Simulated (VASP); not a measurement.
# BeS (F-43m) in VASP: notebook

The runs below take BeS through single point, relaxation of cell and atoms, with LDA.

Program: VASP 6.6.1. These are calculated values, not measurements. Logs are shortened: lines on timing, memory, paths and dates and some standing lists are left out, and cuts for length are marked.

## (1) The cell of the first run

The structure is cubic, space group F-43m (No. 216). Conventional cell: a = 4.781 Å, b = 4.781 Å, c = 4.781 Å, α = 90.00°, β = 90.00°, γ = 90.00°. Within 2.7 Å of Be (site symmetry -43m) lie 4 S at 2.07 Å. S (site symmetry -43m) has 4 Be at 2.07 Å within 2.7 Å.

## (2) Single point, LDA

INCAR reads:

```
ALGO     = Normal         # electronic algorithm
EDIFF    = 1E-7           # SCF threshold, eV
ENCUT    = 520            # plane-wave cutoff, eV
ISIF     = 2              # what is computed and relaxed
ISMEAR   = 0              # smearing method
LASPH    = True           # aspherical terms in the spheres
LCHARG   = False          # write CHGCAR
LREAL    = False          # projectors in reciprocal space
LWAVE    = False          # write WAVECAR
NBANDS   = 11             # bands
NELM     = 60             # most SCF steps
PREC     = Accurate       # precision mode
SIGMA    = 0.01           # smearing width, eV
```

KPOINTS reads:

```
k-points
0
Gamma
  10 10 10
```

POSCAR reads:

```
BeS
1.0
    0.0000000000      2.3904308765      2.3904308765
    2.3904308765      0.0000000000      2.3904308765
    2.3904308765      2.3904308765      0.0000000000
Be S
1 1
Direct
    0.0000000000      0.0000000000      0.0000000000
    0.7500000000      0.7500000000      0.7500000000
```

Potentials or basis: VASP PAW LDA potentials, release 64 (Be, S).

Run with:

```
$ cat potpaw_LDA.64/Be/POTCAR potpaw_LDA.64/S/POTCAR > POTCAR
$ mpirun -np 1 vasp_std > vasp.out
```

OUTCAR:

```text
EDIFF = 1E-7
   ENCUT = 520
   ISIF = 2
   ISMEAR = 0
   LASPH = True
   LREAL = False
   NELM = 60
   PREC = Accurate

 ion  position               nearest neighbor table
   1  0.000  0.000  0.000-   2 2.07   2 2.07   2 2.07   2 2.07
   2  0.750  0.750  0.750-   1 2.07   1 2.07   1 2.07   1 2.07

  LATTYP: Found a face centered cubic cell.
 ALAT       =     4.7808617530

  Lattice vectors:

 A1 = (   0.0000000000,   2.3904308765,   2.3904308765)
 A2 = (   2.3904308765,   0.0000000000,   2.3904308765)
 A3 = (   2.3904308765,   2.3904308765,   0.0000000000)

Analysis of symmetry for initial positions (statically):
=====================================================================
 Subroutine PRICEL returns:
 Original cell was already a primitive cell.

 Routine SETGRP: Setting up the symmetry group for a
 face centered cubic supercell.

 Subroutine GETGRP returns: Found 24 space group operations
 (whereof 24 operations were pure point group operations)
 out of a pool of 48 trial point group operations.

The static configuration has the point symmetry T_d .

Analysis of symmetry for dynamics (positions and initial velocities):
=====================================================================
 Subroutine PRICEL returns:
 Original cell was already a primitive cell.

 Routine SETGRP: Setting up the symmetry group for a
 face centered cubic supercell.

 Subroutine GETGRP returns: Found 24 space group operations
 (whereof 24 operations were pure point group operations)
 out of a pool of 48 trial point group operations.

The dynamic configuration has the point symmetry T_d .

 Subroutine INISYM returns: Found 24 space group operations
 (whereof 24 operations are pure point group operations),
 and found     1 'primitive' translations

----------------------------------------------------------------------------------------

                                     Primitive cell

  volume of cell :      27.3186

  direct lattice vectors                    reciprocal lattice vectors
     0.000000000  2.390430876  2.390430876    -0.209167312  0.209167312  0.209167312
     2.390430876  0.000000000  2.390430876     0.209167312 -0.209167312  0.209167312
     2.390430876  2.390430876  0.000000000     0.209167312  0.209167312 -0.209167312

  length of vectors
     3.380579765  3.380579765  3.380579765     0.362288411  0.362288411  0.362288411

  position of ions in fractional coordinates (direct lattice)
     0.000000000  0.000000000  0.000000000
     0.750000000  0.750000000  0.750000000

  ion indices of the primitive-cell ions
   primitive index   ion index
                 1           1
                 2           2

----------------------------------------------------------------------------------------

 KPOINTS: k-points

Automatic generation of k-mesh.
 Grid dimensions read from file:
 generate k-points for:   10   10   10

 Generating k-lattice:

  Cartesian coordinates                     Fractional coordinates (reciprocal lattice)
    -0.020916731  0.020916731  0.020916731     0.100000000  0.000000000  0.000000000
     0.020916731 -0.020916731  0.020916731     0.000000000  0.100000000  0.000000000
     0.020916731  0.020916731 -0.020916731     0.000000000  0.000000000  0.100000000

  Length of vectors
     0.036228841  0.036228841  0.036228841

  Shift w.r.t. Gamma in fractional coordinates (k-lattice)
     0.000000000  0.000000000  0.000000000

 Subroutine IBZKPT returns following result:
 ===========================================

 Found     47 irreducible k-points:

 Following reciprocal coordinates:
            Coordinates               Weight
  0.000000  0.000000  0.000000      1.000000
  0.100000  0.000000  0.000000      8.000000
  0.200000  0.000000  0.000000      8.000000
  0.300000  0.000000  0.000000      8.000000
  0.400000  0.000000  0.000000      8.000000
  0.500000  0.000000  0.000000      4.000000
[... 16 lines left out ...]
  0.300000  0.300000  0.000000      6.000000
  0.400000  0.300000  0.000000     24.000000
 [... further k-points ...]
   k-points           NKPTS =     47   k-points in BZ     NKDIM =     47   number of bands    NBANDS=     11
   number of dos      NEDOS =    301   number of ions     NIONS =      2
   total plane-waves  NPLWV =  21952
   dimension x,y,z NGX =    28 NGY =   28 NGZ =   28
   dimension x,y,z NGXF=    56 NGYF=   56 NGZF=   56
   ions per type =               1   1
   NGX,Y,Z   is equivalent  to a cutoff of  13.77, 13.77, 13.77 a.u.
   NGXF,Y,Z  is equivalent  to a cutoff of  27.54, 27.54, 27.54 a.u.
 SYSTEM =  unknown system
   PREC   = accura    normal or accurate (medium, high low for compatibility)
   ISTART =      0    job   : 0-new  1-cont  2-samecut
   ICHARG =      2    charge: 1-file 2-atom 10-const
   ISPIN  =      1    spin polarized calculation?
   LNONCOLLINEAR =      F non collinear calculations
   LSORBIT =      F    spin-orbit coupling
   LASPH  =      T    aspherical Exc in radial PAW
   ENCUT  =  520.0 eV  38.22 Ry    6.18 a.u.   6.29  6.29  6.29*2*pi/ulx,y,z
   NELM   =     60;   NELMIN=  2; NELMDL= -5     # of ELM steps
   EDIFF  = 0.1E-06   stopping-criterion for ELM
   LREAL  =      F    real-space projection
   EDIFFG = 0.1E-05   stopping-criterion for IOM
   NSW    =      0    number of steps for IOM
   IBRION =     -1    ionic relax: 0-MD 1-quasi-New 2-CG
   NFREE  =      0    steps in history (QN), initial steepest desc. (CG)
   ISIF   =      2    stress and relaxation
   ISYM   =      2    0-nonsym 1-usesym 2-fastsym
   POTIM  = 0.5000    time-step for ionic-motion
   TEBEG  =    0.0;   TEEND  =   0.0 temperature during run
   PSTRESS=    0.0 pullay stress
   NELECT =       8.0000    total number of electrons
   NUPDOWN=      -1.0000    fix difference up-down
   EMIN   =  10.00;   EMAX   =-10.00  energy-range for DOS
   EFERMI =   0.00;   METHOD = LEGACY
   ISMEAR =     0;   SIGMA  =   0.01  broadening in eV -4-tet -1-fermi 0-gaus
   EFERMI_NEDOS =   21; number of points for ismear=-14 and -15
   IALGO  =     38    algorithm
   IMIX   =      4    mixing-type and parameters
     AMIX     =   0.40;   BMIX     =  1.00
     AMIX_MAG =   1.60;   BMIX_MAG =  1.00
  volume/ion in A,a.u.               =      13.66        92.18
  Fermi-wavevector in a.u.,A,eV,Ry     =   1.087140  2.054396 16.080351  1.181872
  Thomas-Fermi vector in A             =   2.223292
   LORBIT       =      0    0 simple, 1 ext, 2 COOP (PROOUT), +10 PAW based schemes
   GGA     = CA    functional components
   LHFCALC =     F    Hartree Fock is set to
   AEXX    =    0.0000 exact exchange contribution
   IVDW    =     0    specifies the selected vdW correction
   LEPSILON=     F    determine dielectric tensor
   LRPA    =     F    only Hartree local field effects (RPA)
 non-spin polarized calculation
 Gauss-broadening in eV      SIGMA  =   0.01
  energy-cutoff  :      520.00
  volume of cell :       27.32
 maximum number of plane-waves:       754
 NGX is ok and might be reduce to    28
   NGX = 13   NGY = 13   NGZ = 13

 number of electron       8.0000001 magnetization

 Free energy of the ion-electron system (eV)
  ---------------------------------------------------
  ext. energy  EPLUGINS =         0.00000000
  ---------------------------------------------------
  free energy    TOTEN  =       -11.14159084 eV

  energy without entropy =      -11.14159084  energy(sigma->0) =      -11.14159084

 E-fermi :   4.5482     XC(G=0): -10.1616

 val. band max:        4.4853232849   @ k =   0.0000   0.0000   0.0000
 cond. band min:       7.2943341966   @ k =   0.5000   0.5000   0.0000
 fundamental gap:      2.8090109117
 Fermi energy:         4.5481508695

 k-point     1 :       0.0000    0.0000    0.0000
  band No.  band energies     occupation
      1      -9.4667      2.00000
      2       4.4853      2.00000
      3       4.4853      2.00000
      4       4.4853      2.00000
      5      10.0082      0.00000
      6      10.0082      0.00000
      7      10.0082      0.00000
      8      10.5303      0.00000
      9      17.3850      0.00000
     10      17.3850      0.00000
     11      19.4301      0.00000

 k-point     2 :       0.1000    0.0000    0.0000
  band No.  band energies     occupation
      1      -9.3450      2.00000
      2       3.6130      2.00000
      3       4.3399      2.00000
      4       4.3399      2.00000
      5      10.0195      0.00000
      6      10.2642      0.00000
      7      10.2642      0.00000
      8      11.4062      0.00000
      9      16.8188      0.00000
     10      16.8188      0.00000
     11      19.2258      0.00000

 k-point     3 :       0.2000    0.0000    0.0000
  band No.  band energies     occupation
      1      -8.9965      2.00000
      2       1.8885      2.00000
      3       4.0135      2.00000
      4       4.0135      2.00000
      5      10.0271      0.00000
      6      10.7722      0.00000
      7      10.7722      0.00000
      8      13.0982      0.00000
      9      16.2811      0.00000
     10      16.2811      0.00000
     11      18.8050      0.00000

 k-point     4 :       0.3000    0.0000    0.0000
  band No.  band energies     occupation
      1      -8.4827      2.00000
      2       0.1706      2.00000
      3       3.6836      2.00000
      4       3.6836      2.00000
      5      10.0235      0.00000
      6      11.0292      0.00000
      7      11.0292      0.00000
      8      14.5863      0.00000
      9      16.7469      0.00000
     10      16.7469      0.00000
     11      18.6781      0.00000
[... 239 lines left out ...]
 k-point    22 :      -0.2000    0.2000    0.0000
  band No.  band energies     occupation
      1      -8.3093      2.00000
      2       0.5397      2.00000
      3       1.9787      2.00000
      4       3.7473      2.00000
      5      10.6929      0.00000
      6      11.4762      0.00000
      7      11.8900      0.00000
      8      13.3424      0.00000
      9      15.0372      0.00000
     10      19.0211      0.00000
     11      20.1649      0.00000

 k-point    23 :       0.3000    0.3000    0.0000
  band No.  band energies     occupation
      1      -8.1560      2.00000
      2       0.9279      2.00000
      3       2.3699      2.00000
      4       2.3699      2.00000
      5       8.3519      0.00000
      6      10.3170      0.00000
      7      14.2201      0.00000
      8      14.2201      0.00000
      9      17.0022      0.00000
     10      19.2859      0.00000
     11      22.0422      0.00000

 k-point    24 :       0.4000    0.3000    0.0000
  band No.  band energies     occupation
      1      -7.7459      2.00000
      2       0.1393      2.00000
      3       1.8600      2.00000
      4       2.1357      2.00000
      5       8.3194      0.00000
      6      10.1962      0.00000
      7      14.7426      0.00000
      8      14.8238      0.00000
      9      18.5312      0.00000
     10      20.0350      0.00000
     11      21.4635      0.00000

 [... further k-points ...]

------------------------ aborting loop because EDIFF is reached ----------------------------------------

  FORCE on cell =-STRESS in cart. coord.  units (eV):
  Direction    XX          YY          ZZ          XY          YZ          ZX
  --------------------------------------------------------------------------------------
  -------------------------------------------------------------------------------------
  Total        0.1772909      0.1772909      0.1772909     -0.0000000     -0.0000000     -0.0000000
  in kB       10.3977279     10.3977279     10.3977279     -0.0000000     -0.0000000     -0.0000000
  external PRESSURE =      10.3977279 kB  Pullay stress =       0.0000000 kB

 VOLUME and BASIS-vectors are now :
 -----------------------------------------------------------------------------
  energy-cutoff  :      520.00
  volume of cell :       27.32
      direct lattice vectors                 reciprocal lattice vectors
     0.000000000  2.390430876  2.390430876    -0.209167312  0.209167312  0.209167312
     2.390430876  0.000000000  2.390430876     0.209167312 -0.209167312  0.209167312
     2.390430876  2.390430876  0.000000000     0.209167312  0.209167312 -0.209167312

 POSITION                                       TOTAL-FORCE (eV/Angst)
 -----------------------------------------------------------------------------------
      0.00000      0.00000      0.00000        -0.000000     -0.000000     -0.000000
      3.58565      3.58565      3.58565         0.000000      0.000000      0.000000
 -----------------------------------------------------------------------------------
    total drift:                                0.000000      0.000000      0.000000

  FREE ENERGIE OF THE ION-ELECTRON SYSTEM (eV)
  ---------------------------------------------------
  free  energy   TOTEN  =       -11.1415908418 eV

  energy  without entropy=      -11.1415908418  energy(sigma->0) =      -11.14159084
```

Run time: 26 s. Hardware: 1 thread of Intel Xeon 8259CL, shared host; peak memory 0.14 GiB.

Results:

```yaml
Free_energy: -11.1416 eV
Pressure: 1.0 GPa
Band_gap_on_the_k_mesh: 2.81 eV, indirect (least direct gap 5.52 eV)
```

Levels at points of the mesh, in eV from the valence-band top:
| k point | band 1 | band 2 | band 3 | band 4 | band 5 | band 6 | band 7 | band 8 | band 9 |
| --- | --- | --- | --- | --- | --- | --- | --- | --- | --- |
| (0.00, 0.00, 0.00) | -13.95 | 0.00 | 0.00 | 0.00 | 5.52 | 5.52 | 5.52 | 6.05 | 12.90 |
| (0.50, 0.00, 0.00) | -12.20 | -6.13 | -1.11 | -1.11 | 5.52 | 6.43 | 6.43 | 11.12 | 15.09 |
| (0.50, 0.50, 0.00) | -11.61 | -5.26 | -2.83 | -2.83 | 2.81 | 4.76 | 12.96 | 12.96 | 15.88 |

A k mesh can miss the band edges.

(Part 1 of 2 ends here.)
